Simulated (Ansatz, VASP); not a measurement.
**PtSe2 in VASP and in Ansatz**

Contents of INCAR:

```
SYSTEM = PtSe2
PREC = Accurate
ENCUT = 520
EDIFF = 1E-7
ISMEAR = 0
SIGMA = 0.15
LREAL = .FALSE.
LASPH = .TRUE.
NELM = 100
ALGO = Normal
ISIF = 2
LWAVE = .FALSE.
LCHARG = .TRUE.
GGA = PE
IVDW = 12
LELF = .TRUE.
LVHAR = .TRUE.
NBANDS = 18
```

File KPOINTS:

```
Automatic mesh
0
G
  12 12 8
  0 0 0
```

The input POSCAR:

```
PtSe2
1.0
    3.7715031150      0.0000000000      0.0000000000
   -1.8857515575      2.7762848818      0.0000000000
    0.0000000000      0.0000000000      4.8219239451
Pt Se
1 2
Direct
    0.0000000000      0.0000000000      0.0000000000
    0.3333333333      0.6666666667      0.2655211092
    0.6666666667      0.3333333333      0.7344788908
```

Input for Ansatz:

```yaml
crystal:
  lattice:
    - [3.771503115, 0.0, 0.0]
    - [-1.8857515575, 2.7762848818, 0.0]
    - [0.0, 0.0, 4.8219239451]
  atoms:
    - { symbol: Pt, position: [0.0, 0.0, 0.0] }
    - { symbol: Se, position: [0.3333333333, 0.6666666667, 0.2655211092] }
    - { symbol: Se, position: [0.6666666667, 0.3333333333, 0.7344788908] }
basis:
  ecutwfc: 420
kpoints:
  mp_grid: { grid: [12, 12, 8] }
hamiltonian:
  xc: pbe
  pseudopotentials: { kind: paw, azcp: { folder: soft_1 } }
  dispersion: d3bj
scf:
  occupations: { method: gaussian, width: 0.15 }
output:
  forces: true
  stress: true
  eigenvalues: true
```

Change from the starting cell: normal strain along x +0.0000, normal strain along y -0.1500.

Alike in both runs: task single point; functional PBE; dispersion D3(BJ); k mesh 12 × 12 × 8; occupations gaussian, width 0.15 eV; no spin polarisation.

```csv
,VASP,Ansatz
version,VASP 6.6.1,Ansatz 0.2.0
potentials or method,"VASP PAW PBE potentials, release 64 (Pt, Se), cutoff 520 eV","scalar-relativistic, plane waves, PAW"
valence electrons in the cell,22,50
```

VASP gave:

```
gap on the k mesh at the Fermi level (eV)                     : none
pressure (GPa)                                                : 38.1
traceless stress, the component that is largest in VASP (GPa) : 25.36
rms of the force components (eV/Å)                            : 1.650
```

Q: What did Ansatz give for the same quantities?

A: gap on the k mesh at the Fermi level (eV): none; pressure (GPa): 37.8; traceless stress, the component that is largest in VASP (GPa): 25.27; rms of the force components (eV/Å): 1.637.

Atom by atom the forces differ by 0.013 eV/Å (rms over components). A gap of «none» marks a metal or a gap that the smearing closes. Both programs put the cell under a high pressure, so it lies far from rest at this level. VASP's potentials hold 22 valence electrons a cell and Ansatz's 50, so a difference there can come from the potentials and not from the codes.

Spin-orbit coupling is off throughout.
